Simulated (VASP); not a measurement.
Write the native input for VASP 6.6.1 that does the following.

```yaml
Task: single point
Functional: PBEsol
Potentials_or_basis: VASP PAW PBE potentials, release 64 (Cd, S)
Cutoff: 520 eV
k_mesh: 7 × 7 × 4
Occupations: fermi-dirac, width 0.05 eV
Spin: no spin polarisation
Dipole_correction: no
Further_INCAR_settings: ALGO = Normal; EDIFF = 1e-06; NBANDS = 22
```

The structure of Cd2S lies in POSCAR:

```
Cd2S
1.0
    3.9626700490      0.0000000000      0.0000000000
   -1.9813350245      3.4317729293      0.0000000000
    0.0000000000      0.0000000000      5.8091920000
Cd S
2 1
Direct
    0.3333333333      0.6666666667      0.9327170000
    0.6666666667      0.3333333333      0.5787350000
    0.3333333333      0.6666666667      0.3657050000
```

These files were run (other wordings do the same):

INCAR

```
SYSTEM = Cd2S
PREC     = Accurate       ! precision mode
ENCUT    = 520            ! plane-wave cutoff, eV
EDIFF    = 1E-6           ! SCF threshold, eV
ISMEAR   = -1             ! smearing method
SIGMA    = 0.05           ! smearing width, eV
LREAL    = .FALSE.        ! projectors in reciprocal space
LASPH    = .TRUE.         ! aspherical terms in the spheres
NELM     = 80             ! most SCF steps
ALGO     = Normal         ! electronic algorithm
ISIF     = 2              ! what is computed and relaxed
LWAVE    = .FALSE.        ! write WAVECAR
LCHARG   = .FALSE.        ! write CHGCAR
GGA      = PS             ! functional
NBANDS   = 22             ! bands
```

KPOINTS

```
Automatic mesh
0
G
  7 7 4
  0 0 0
```

Potentials or basis: VASP PAW PBE potentials, release 64 (Cd, S).

Launch:

```console
$ cat potpaw_PBE.64/Cd/POTCAR potpaw_PBE.64/S/POTCAR > POTCAR
$ mpirun -np 1 vasp_std > vasp.out
```

It gave:

| Property | Result |
| --- | --- |
| Pressure | -2.9 GPa |
| Largest force | 0.100 eV/Å |
| Band gap on the k mesh | 0.50 eV (least direct gap 0.82 eV) |

Caveat: semilocal functionals underestimate gaps, and a narrow one can read as zero; the PAW data sets were made with another functional, which shifts forces and pressure a little.

Run time: 30 s on 1 thread of AMD EPYC 9R45 96-Core Processor (Zen 5) (shared host), peak memory 0.18 GiB.
